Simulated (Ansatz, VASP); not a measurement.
C: VASP beside Ansatz

```xyz
2
Lattice="2.1294 -1.2294 -0.0095 2.1294 1.2294 -0.0095 -1.3961 0.0000 3.6148" Properties=species:S:1:pos:R:3 pbc="T T T"
C     3.5491    0.0000   -0.0156
C    -0.6863    0.0000    3.6114
```

Alike in both runs: functional PBEsol; k mesh 21 × 21 × 12; no spin polarisation.

Ansatz relaxed the structure, and its values are those at the end. VASP's run is a single point on that final structure, the one shown.

|  | VASP | Ansatz |
| --- | --- | --- |
| version | VASP 6.6.1 | Ansatz 0.2.0 |
| potentials or method | VASP PAW PBE potentials, release 64 (C) | plane waves, PAW |
| plane-wave cutoff (eV) | 520 | 420 |
| occupations | methfessel-paxton of order 1, width 0.066 eV | cold |
| valence electrons in the cell | 8 | 8 |

VASP gave:

- pressure (GPa): 0.6

Which values does Ansatz return?

Pressure (GPa): 0.0.

VASP's potentials were made for PBE, not for PBEsol.
